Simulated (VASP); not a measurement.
Crystal: SrCl2.

```
Sr Cl
1.0
     0.00000    3.49765    3.49765
     3.49765    0.00000    3.49765
     3.49765    3.49765    0.00000
Sr Cl
1 2
Cartesian
  0.0000 0.0000 0.0000
  1.7488 1.7488 1.7488
  5.2465 5.2465 5.2465
```

Program: VASP 6.6.1. Alike in all runs: task single point; no spin polarisation; cell as given; cutoff (eV) 500; smearing gaussian 0.01 eV.

Q: Order these runs on this cell by their band gap on the k mesh, lowest first.
A. level PBEsol; potentials or basis VASP PAW PBE potentials, release 64 (Sr_sv, Cl); k mesh 3 × 3 × 3
B. level LDA; potentials or basis VASP PAW LDA potentials, release 64 (Sr_sv, Cl); k mesh 2 × 2 × 2
C. level PBEsol; potentials or basis VASP PAW PBE potentials, release 64 (Sr_sv, Cl); k mesh 4 × 4 × 4

A: B (4.84 eV), C (5.10 eV), A (5.29 eV).

Caveats: some runs use coarse meshes.

A k mesh can miss the band edges, odd and even meshes differently.
